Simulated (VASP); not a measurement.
**Sn4HO8 (a cell with a defect): single point with PBE**

System: Sn4HO8 (a cell with a defect).

```
CELL_PARAMETERS angstrom
0.00000 4.82719 -3.23815
0.00000 -4.82719 -3.23815
-4.82719 0.00000 3.23815
ATOMIC_POSITIONS crystal
Sn 0.24905 0.75356 0.51412
Sn 0.74785 0.25237 0.51413
Sn 0.00706 0.99104 0.01079
Sn 0.46665 0.51577 0.99512
O 0.57818 0.76501 0.80591
O 0.02819 0.21508 0.80596
O 0.93306 0.72823 0.18347
O 0.44254 0.23772 0.18348
O 0.47598 0.20097 0.68967
O 0.95313 0.68508 0.65090
O 0.53652 0.82131 0.37052
O 0.01342 0.30381 0.32996
H 0.25724 0.67425 0.94414
```

```json
{
  "Program": "VASP 6.6.1",
  "Task": "single point",
  "Functional": "PBE",
  "Potentials or basis": "VASP PAW PBE potentials, release 64 (Sn_d, O, H)",
  "Cutoff": "520 eV",
  "k mesh": "3 × 3 × 3",
  "Occupations": "gaussian, width 0.02 eV",
  "Spin": "no spin polarisation",
  "Dipole correction": "no",
  "Charge": "-1",
  "Further INCAR settings": "ALGO = Normal; EDIFF = 1e-06; NBANDS = 64; NELECT = 106.0"
}
```

```
Largest force : 0.177 eV/Å
```

Forces on the atoms (eV/Å):
```
Sn  -0.045 -0.009  0.013
Sn  -0.045 -0.009 -0.013
Sn  -0.051 -0.044  0.000
Sn   0.014  0.016  0.000
O    0.030  0.002 -0.021
O    0.030  0.002  0.021
O   -0.012  0.020  0.011
O   -0.012  0.020 -0.011
O   -0.043 -0.042  0.000
O   -0.051 -0.027  0.000
O    0.062 -0.039  0.000
O   -0.011 -0.008  0.000
H    0.132  0.118  0.000
```

Levels at points of the mesh, in eV from the Fermi level:
| k point | band 50 | band 51 | band 52 | band 53 | band 54 | band 55 | band 56 | band 57 |
| --- | --- | --- | --- | --- | --- | --- | --- | --- |
| (0.00, 0.00, 0.00) | -2.86 | -2.72 | -2.27 | -1.97 | 0.08 | 2.03 | 2.15 | 3.24 |

Run time: 3 min on 1 thread of Intel(R) Xeon(R) Platinum 8259CL CPU @ 2.50GHz (Skylake/Cascade Lake), with other jobs on the host, peak memory 0.37 GiB.

Caveat: the k points lie up to 0.45 Å⁻¹ apart; the cell carries a net charge on a neutralising background, which shifts energy and pressure; the cell is charged against a uniform background, so pressure and absolute levels hang on convention; spin-orbit coupling is left out, which moves the levels of the heavy elements.
